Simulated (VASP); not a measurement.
ZnO:

```
Zn O
1.0
     2.64617    0.00000    0.00000
     0.00000    2.64617    0.00000
     0.00000    0.00000    2.64617
Zn O
1 1
Direct
  0.00000 0.00000 0.00000
  0.50000 0.50000 0.50000
```

Program: VASP 6.6.1. Alike in all runs: task single point; no spin polarisation; cell as given; k mesh 10 × 10 × 10; cutoff (eV) 520; smearing fermi-dirac 0.02 eV.

Order these runs on this cell by their pressure, lowest first.
A. level PBE; potentials or basis VASP PAW PBE potentials, release 64 (Zn, O)
B. level LDA; potentials or basis VASP PAW LDA potentials, release 64 (Zn, O)
C. level r2SCAN; potentials or basis VASP PAW PBE potentials, release 64 (Zn, O)

B (-6.0 GPa), C (1.0 GPa), A (9.2 GPa).

Caveats: the PAW data sets were made with another functional, which shifts forces and pressure a little (some runs).
